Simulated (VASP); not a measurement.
# Si16O (a cell with a defect) in VASP: a series of runs

Si16O (a cell with a defect) is run at these levels: PBE; tasks: single point.

Program: VASP 6.6.1. These are calculated values, not measurements. Logs are shortened: lines on timing, memory, paths and dates and some standing lists are left out, and cuts for length are marked.

### Step 1. The cell of the first run

The cell holds a defect, 17 atoms: a = 7.736 Å, b = 7.736 Å, c = 7.736 Å, α = 60.00°, β = 60.00°, γ = 60.00°.

### Step 2. Single point, PBE

Input file INCAR:

```
PREC     = Accurate       # precision mode
ENCUT    = 520            # plane-wave cutoff, eV
EDIFF    = 1E-6           # SCF threshold, eV
ISMEAR   = 0              # smearing method
SIGMA    = 0.02           # smearing width, eV
LREAL    = Auto         
LASPH    = True           # aspherical terms in the spheres
NELM     = 60             # most SCF steps
ALGO     = Normal         # electronic algorithm
ISIF     = 2              # what is computed and relaxed
LWAVE    = False          # write WAVECAR
LCHARG   = False          # write CHGCAR
GGA      = PE             # functional
NBANDS   = 49             # bands
```

Input file KPOINTS:

```
Automatic mesh
0
Gamma
  2 2 2
```

Input file POSCAR:

```
Si16O
1.0
    0.0000000000      5.4700937548     -5.4700937548
    5.4700937548      5.4700937548      0.0000000000
    5.4700937548      0.0000000000     -5.4700937548
Si O
16 1
Direct
    0.1532356734      0.1318702261      0.1313409847
    0.1175750415      0.6274195021      0.1251548019
    0.6271592689      0.0832152099      0.1179244870
    0.6149663334      0.6006742567      0.1092260072
    0.1288240260      0.1243295875      0.6369758282
    0.1235433121      0.6293223945      0.6216631108
    0.6257150523      0.1294901023      0.6365389984
    0.6224288198      0.6258410099      0.6144479694
    0.2427835901      0.7560477362      0.2469807759
    0.2681654220      0.2553692976      0.2624384635
    0.7426842541      0.7125335826      0.2407383784
    0.7838916831      0.2446394998      0.2700015879
    0.2482025100      0.7502774512      0.7505300977
    0.2520802315      0.2554763342      0.7578900264
    0.7491651302      0.7532685334      0.7359308049
    0.7529344440      0.2527422860      0.7547331335
   -0.2151347039      0.0562540632      0.2226462753
```

Potentials or basis: VASP PAW PBE potentials, release 64 (Si, O).

The run is started by

```sh
> cat potpaw_PBE.64/Si/POTCAR potpaw_PBE.64/O/POTCAR > POTCAR
> mpirun -np 1 vasp_std > vasp.out
```

OUTCAR:

```text
PREC = Accurate
   ENCUT = 520
   EDIFF = 1E-6
   ISMEAR = 0
   LREAL = Auto
   LASPH = True
   NELM = 60
   ISIF = 2
   GGA = PE

 ion  position               nearest neighbor table
   1  0.153  0.132  0.131-  10 2.33  12 2.34  14 2.37   9 2.40
   2  0.118  0.627  0.125-  10 2.37  13 2.37   9 2.37  11 2.39
   3  0.627  0.083  0.118-  17 1.66  16 2.33  10 2.33  11 2.34  12 2.97
   4  0.615  0.601  0.109-  12 2.33  11 2.35   9 2.37  15 2.37
   5  0.129  0.124  0.637-  13 2.37  10 2.37  14 2.37  16 2.37
   6  0.124  0.629  0.622-  14 2.36  13 2.37  15 2.37   9 2.37
   7  0.626  0.129  0.637-  16 2.33  12 2.33  14 2.36  15 2.39
   8  0.622  0.626  0.614-  16 2.36  13 2.37  15 2.37  11 2.38
   9  0.243  0.756  0.247-   6 2.37   4 2.37   2 2.37   1 2.40
  10  0.268  0.255  0.262-   3 2.33   1 2.33   2 2.37   5 2.37
  11  0.743  0.713  0.241-   3 2.34   4 2.35   8 2.38   2 2.39
  12  0.784  0.245  0.270-  17 1.67   7 2.33   4 2.33   1 2.34   3 2.97
  13  0.248  0.750  0.751-   5 2.37   8 2.37   6 2.37   2 2.37
  14  0.252  0.255  0.758-   7 2.36   6 2.36   1 2.37   5 2.37
  15  0.749  0.753  0.736-   6 2.37   4 2.37   8 2.37   7 2.39
  16  0.753  0.253  0.755-   3 2.33   7 2.33   8 2.36   5 2.37
  17  0.785  0.056  0.223-   3 1.66  12 1.67

  LATTYP: Found a face centered cubic cell.
 ALAT       =    10.9401875096

  Lattice vectors:

 A1 = (   0.0000000000,   5.4700937548,  -5.4700937548)
 A2 = (   5.4700937548,   5.4700937548,   0.0000000000)
 A3 = (   5.4700937548,   0.0000000000,  -5.4700937548)

Analysis of symmetry for initial positions (statically):
=====================================================================
 Subroutine PRICEL returns:
 Original cell was already a primitive cell.

 Routine SETGRP: Setting up the symmetry group for a
 face centered cubic supercell.

 Subroutine GETGRP returns: Found  1 space group operations
 (whereof  1 operations were pure point group operations)
 out of a pool of 48 trial point group operations.

The static configuration has the point symmetry C_1 .

Analysis of symmetry for dynamics (positions and initial velocities):
=====================================================================
 Subroutine PRICEL returns:
 Original cell was already a primitive cell.

 Routine SETGRP: Setting up the symmetry group for a
 face centered cubic supercell.

 Subroutine GETGRP returns: Found  1 space group operations
 (whereof  1 operations were pure point group operations)
 out of a pool of 48 trial point group operations.

The dynamic configuration has the point symmetry C_1 .

 Subroutine INISYM returns: Found  1 space group operations
 (whereof  1 operations are pure point group operations),
 and found     1 'primitive' translations

----------------------------------------------------------------------------------------

                                     Primitive cell

  volume of cell :     327.3515

  direct lattice vectors                    reciprocal lattice vectors
     0.000000000  5.470093755 -5.470093755    -0.091406112  0.091406112 -0.091406112
     5.470093755  5.470093755  0.000000000     0.091406112  0.091406112  0.091406112
     5.470093755  0.000000000 -5.470093755     0.091406112 -0.091406112 -0.091406112

  length of vectors
     7.735880775  7.735880775  7.735880775     0.158320029  0.158320029  0.158320029

  position of ions in fractional coordinates (direct lattice)
     0.153235673  0.131870226  0.131340985
     0.117575041  0.627419502  0.125154802
     0.627159269  0.083215210  0.117924487
     0.614966333  0.600674257  0.109226007
     0.128824026  0.124329588  0.636975828
     0.123543312  0.629322395  0.621663111
[... 9 lines left out ...]
     0.752934444  0.252742286  0.754733133
     0.784865296  0.056254063  0.222646275

  ion indices of the primitive-cell ions
   primitive index   ion index
                 1           1
                 2           2
                 3           3
                 4           4
                 5           5
                 6           6
[... 9 lines left out ...]
                16          16
                17          17

----------------------------------------------------------------------------------------

 KPOINTS: Automatic mesh

Automatic generation of k-mesh.
 Grid dimensions read from file:
 generate k-points for:    2    2    2

 Generating k-lattice:

  Cartesian coordinates                     Fractional coordinates (reciprocal lattice)
    -0.045703056  0.045703056 -0.045703056     0.500000000  0.000000000  0.000000000
     0.045703056  0.045703056  0.045703056     0.000000000  0.500000000  0.000000000
     0.045703056 -0.045703056 -0.045703056     0.000000000  0.000000000  0.500000000

  Length of vectors
     0.079160015  0.079160015  0.079160015

  Shift w.r.t. Gamma in fractional coordinates (k-lattice)
     0.000000000  0.000000000  0.000000000

 Subroutine IBZKPT returns following result:
[... 73 lines left out ...]
  free energy    TOTEN  =       -92.84203804 eV

  energy without entropy =      -92.84203804  energy(sigma->0) =      -92.84203804

 E-fermi :   5.8170     XC(G=0):  -9.4379

 val. band max:        5.6605191613   @ k =   0.0000   0.0000   0.0000
 cond. band min:       6.1739103299   @ k =   0.0000   0.0000   0.0000
 fundamental gap:      0.5133911686
 Fermi energy:         5.8170097254

 k-point     1 :       0.0000    0.0000    0.0000
  band No.  band energies     occupation
      1     -14.5967      2.00000
      2      -5.8963      2.00000
      3      -4.5461      2.00000
      4      -3.8223      2.00000
      5      -3.8002      2.00000
      6      -3.4574      2.00000
[... 39 lines left out ...]
     46       8.4342      0.00000
     47       8.4430      0.00000

 k-point     2 :       0.5000    0.0000    0.0000
  band No.  band energies     occupation
      1     -14.5963      2.00000
      2      -5.3468      2.00000
      3      -5.0138      2.00000
      4      -4.4833      2.00000
      5      -3.4967      2.00000
      6      -3.4338      2.00000
[... 39 lines left out ...]
     46       9.5605      0.00000
     47       9.6791      0.00000

 k-point     3 :       0.0000    0.5000    0.0000
  band No.  band energies     occupation
      1     -14.5963      2.00000
      2      -5.3563      2.00000
      3      -5.0236      2.00000
      4      -4.4797      2.00000
      5      -3.4865      2.00000
      6      -3.4470      2.00000
[... 39 lines left out ...]
     46       9.4969      0.00000
     47       9.6293      0.00000

 k-point     4 :       0.0000    0.0000    0.5000
  band No.  band energies     occupation
      1     -14.5963      2.00000
      2      -5.3337      2.00000
      3      -5.0046      2.00000
      4      -4.4872      2.00000
      5      -3.5166      2.00000
      6      -3.4138      2.00000
[... 39 lines left out ...]
     46       9.6221      0.00000
     47       9.7668      0.00000

 k-point     5 :       0.5000    0.5000    0.5000
  band No.  band energies     occupation
      1     -14.5961      2.00000
      2      -5.6077      2.00000
      3      -4.9846      2.00000
      4      -3.8361      2.00000
      5      -3.5176      2.00000
      6      -3.4873      2.00000
[... 39 lines left out ...]
     46       9.2128      0.00000
     47       9.2493      0.00000

 k-point     6 :       0.5000    0.5000    0.0000
  band No.  band energies     occupation
      1     -14.5961      2.00000
      2      -5.2606      2.00000
      3      -4.8044      2.00000
      4      -4.4834      2.00000
      5      -4.1267      2.00000
      6      -4.0762      2.00000
[... 39 lines left out ...]
     46      10.1057      0.00000
     47      10.1784      0.00000

 k-point     7 :       0.0000    0.5000    0.5000
  band No.  band energies     occupation
      1     -14.5961      2.00000
      2      -5.2486      2.00000
      3      -4.8055      2.00000
      4      -4.4977      2.00000
      5      -4.1170      2.00000
      6      -4.0788      2.00000
[... 39 lines left out ...]
     46      10.0271      0.00000
     47      10.2150      0.00000

 k-point     8 :       0.5000    0.0000    0.5000
  band No.  band energies     occupation
      1     -14.5961      2.00000
      2      -5.2393      2.00000
      3      -4.8046      2.00000
      4      -4.5067      2.00000
      5      -4.1030      2.00000
      6      -4.0867      2.00000
[... 39 lines left out ...]
     46       9.9336      0.00000
     47      10.2444      0.00000
 [bands above 47 left out]

------------------------ aborting loop because EDIFF is reached ----------------------------------------

  FORCE on cell =-STRESS in cart. coord.  units (eV):
  Direction    XX          YY          ZZ          XY          YZ          ZX
  --------------------------------------------------------------------------------------
  -------------------------------------------------------------------------------------
  Total        4.9317228      5.2571583      4.6811254      2.1432524     -2.8386490     -3.1476054
  in kB       24.1376472     25.7304468     22.9111325     10.4898577    -13.8933816    -15.4055268
  external PRESSURE =      24.2597422 kB  Pullay stress =       0.0000000 kB

 VOLUME and BASIS-vectors are now :
 -----------------------------------------------------------------------------
  energy-cutoff  :      520.00
  volume of cell :      327.35
      direct lattice vectors                 reciprocal lattice vectors
     0.000000000  5.470093755 -5.470093755    -0.091406112  0.091406112 -0.091406112
     5.470093755  5.470093755  0.000000000     0.091406112  0.091406112  0.091406112
     5.470093755  0.000000000 -5.470093755     0.091406112 -0.091406112 -0.091406112

 POSITION                                       TOTAL-FORCE (eV/Angst)
 -----------------------------------------------------------------------------------
      1.43979      1.55956     -1.55666         0.004207     -0.020076      0.009645
      4.11665      4.07519     -1.32776         0.010524     -0.003864      0.002353
      1.10025      3.88582     -4.07568        -0.025266     -0.030905      0.026834
      3.88322      6.64967     -3.96140        -0.003076      0.004074     -0.008765
      4.16441      1.38477     -4.18900         0.001965     -0.006333      0.000492
      6.84301      4.11825     -4.07635         0.006101      0.001559      0.005992
[... 9 lines left out ...]
      5.51099      5.50115     -8.24708         0.007952     -0.008470      0.004747
      1.52561      4.60100     -5.51118        -0.004198      0.042420     -0.016492
 -----------------------------------------------------------------------------------
    total drift:                               -0.001078      0.002435      0.002738

  FREE ENERGIE OF THE ION-ELECTRON SYSTEM (eV)
  ---------------------------------------------------
  free  energy   TOTEN  =       -92.8420380403 eV

  energy  without entropy=      -92.8420380403  energy(sigma->0) =      -92.84203804
```

It took 4.2 min on 1 thread of Intel Xeon Platinum 8375C at 2.90GHz (Ice Lake), shared host; peak memory 0.48 GiB.

What came out:

```yaml
Free_energy: -92.8420 eV
Pressure: 2.4 GPa
Largest_force: 0.048 eV/Å
Band_gap_on_the_k_mesh: 0.51 eV
```

Forces on the atoms (eV/Å):
```
Si   0.004 -0.020  0.010
Si   0.011 -0.004  0.002
Si  -0.025 -0.031  0.027
Si  -0.003  0.004 -0.009
Si   0.002 -0.006  0.000
Si   0.006  0.002  0.006
Si  -0.011  0.005  0.000
Si  -0.006  0.004  0.000
Si  -0.004  0.001 -0.004
Si  -0.003  0.006  0.006
Si  -0.001 -0.005  0.005
Si   0.025  0.017 -0.022
Si  -0.002 -0.004 -0.005
Si   0.001  0.004 -0.003
Si   0.003 -0.006 -0.002
Si   0.008 -0.008  0.005
O   -0.004  0.042 -0.016
```

Levels at points of the mesh, in eV from the valence-band top:
```csv
k point,band 32,band 33,band 34,band 35,band 36,band 37,band 38,band 39
"(0.00, 0.00, 0.00)",-0.92,-0.31,-0.05,0.00,0.51,0.83,0.86,0.99
"(0.50, 0.00, 0.00)",-1.21,-0.76,-0.58,-0.58,1.34,1.46,1.60,1.69
"(0.00, 0.50, 0.00)",-1.20,-0.80,-0.62,-0.52,1.34,1.45,1.61,1.69
"(0.00, 0.00, 0.50)",-1.21,-0.74,-0.62,-0.55,1.26,1.49,1.62,1.67
"(0.50, 0.50, 0.50)",-0.72,-0.67,-0.60,-0.04,1.16,1.48,1.54,1.59
"(0.50, 0.50, 0.00)",-1.35,-1.31,-1.04,-0.86,1.40,1.48,2.32,2.40
"(0.00, 0.50, 0.50)",-1.40,-1.26,-1.15,-0.63,1.34,1.48,2.32,2.43
"(0.50, 0.00, 0.50)",-1.41,-1.28,-1.18,-0.28,1.22,1.48,2.33,2.36
```

Caveat: the k points lie up to 0.50 Å⁻¹ apart.

### Step 3. Single point, PBE

Input file INCAR:

```
PREC     = Accurate       # precision mode
ENCUT    = 520            # plane-wave cutoff, eV
EDIFF    = 1E-7           # SCF threshold, eV
ISMEAR   = 0              # smearing method
SIGMA    = 0.02           # smearing width, eV
LREAL    = Auto         
LASPH    = T              # aspherical terms in the spheres
NELM     = 80             # most SCF steps
ALGO     = Normal         # electronic algorithm
ISIF     = 2              # what is computed and relaxed
LWAVE    = F              # write WAVECAR
LCHARG   = F              # write CHGCAR
GGA      = PE             # functional
NBANDS   = 49             # bands
```

Input file KPOINTS:

```
regular mesh
0
Gamma
  2 2 2
```

Input file POSCAR:

```
Si16O
1.0
    0.0000000000      5.4700937548     -5.4700937548
    5.4700937548      5.4700937548      0.0000000000
    5.4700937548      0.0000000000     -5.4700937548
Si O
16 1
Direct
    0.1371035002      0.1295420210      0.1257417205
    0.1146431904      0.6258305896      0.1224322708
    0.6182727667      0.0830927257      0.1269581530
    0.6094305965      0.6005879693      0.1147833160
    0.1369779996      0.1242738297      0.6289479951
    0.1218171991      0.6293152648      0.6234279800
    0.6313808601      0.1318170277      0.6528322292
    0.6251982422      0.6273301983      0.6174676617
    0.2361556415      0.7533370879      0.2490590767
    0.2551967229      0.2527636750      0.2530832308
    0.7409166427      0.7124114640      0.2425860615
    0.7704956604      0.2445637241      0.2835321604
    0.2505830908      0.7502363184      0.7482019840
    0.2579117586      0.2554841951      0.7521129773
    0.7471449637      0.7559579754      0.7425704535
    0.7624044828      0.2552530290      0.7678744073
   -0.2761997450      0.0560508675      0.2839539082
```

Potentials or basis: VASP PAW PBE potentials, release 64 (Si, O).

The run is started by

```sh
> cat potpaw_PBE.64/Si/POTCAR potpaw_PBE.64/O/POTCAR > POTCAR
> mpirun -np 1 vasp_std > vasp.out
```

It took 4.5 min on 1 thread of Intel Xeon Platinum 8375C at 2.90GHz (Ice Lake), shared host; peak memory 0.49 GiB.

It converged, with:

```
Free energy            : -92.8418 eV
Pressure               : 2.4 GPa
Largest force          : 0.052 eV/Å
Band gap on the k mesh : 0.51 eV
```

Forces on the atoms (eV/Å):
```
Si   0.004 -0.015  0.004
Si   0.005 -0.006  0.001
Si  -0.033 -0.025  0.032
Si   0.003 -0.002 -0.010
Si  -0.006  0.002  0.001
Si   0.002  0.005  0.007
Si  -0.019  0.006  0.006
Si  -0.005  0.012  0.001
Si  -0.007  0.004 -0.002
Si  -0.009  0.007  0.008
Si  -0.005 -0.002  0.006
Si   0.022  0.025 -0.020
Si  -0.005 -0.001 -0.006
Si   0.003  0.002 -0.005
Si   0.002 -0.005 -0.003
Si   0.006 -0.003  0.006
O    0.041 -0.002 -0.026
```

Stress tensor (GPa, compression positive):
```
 2.57  1.05 -1.40
 1.05  2.41 -1.54
-1.40 -1.54  2.29
```

Levels at points of the mesh, in eV from the valence-band top:
| k point | band 31 | band 32 | band 33 | band 34 | band 35 | band 36 | band 37 | band 38 | band 39 | band 40 |
| --- | --- | --- | --- | --- | --- | --- | --- | --- | --- | --- |
| (0.00, 0.00, 0.00) | -0.96 | -0.92 | -0.31 | -0.05 | 0.00 | 0.51 | 0.83 | 0.86 | 0.99 | 1.17 |
| (0.50, 0.00, 0.00) | -1.42 | -1.21 | -0.74 | -0.62 | -0.55 | 1.26 | 1.49 | 1.61 | 1.67 | 1.72 |
| (0.00, 0.50, 0.00) | -1.44 | -1.19 | -0.80 | -0.62 | -0.52 | 1.33 | 1.45 | 1.61 | 1.69 | 1.84 |
| (0.00, 0.00, 0.50) | -1.39 | -1.21 | -0.76 | -0.58 | -0.58 | 1.34 | 1.46 | 1.60 | 1.69 | 1.76 |
| (0.50, 0.50, 0.50) | -1.35 | -0.72 | -0.67 | -0.60 | -0.04 | 1.16 | 1.48 | 1.54 | 1.59 | 1.70 |
| (0.50, 0.50, 0.00) | -1.45 | -1.40 | -1.26 | -1.14 | -0.63 | 1.34 | 1.48 | 2.32 | 2.43 | 2.50 |
| (0.00, 0.50, 0.50) | -1.42 | -1.35 | -1.31 | -1.04 | -0.85 | 1.40 | 1.48 | 2.32 | 2.40 | 2.53 |
| (0.50, 0.00, 0.50) | -1.46 | -1.41 | -1.28 | -1.18 | -0.27 | 1.22 | 1.48 | 2.33 | 2.36 | 2.48 |

Caveat: the k points lie up to 0.50 Å⁻¹ apart.
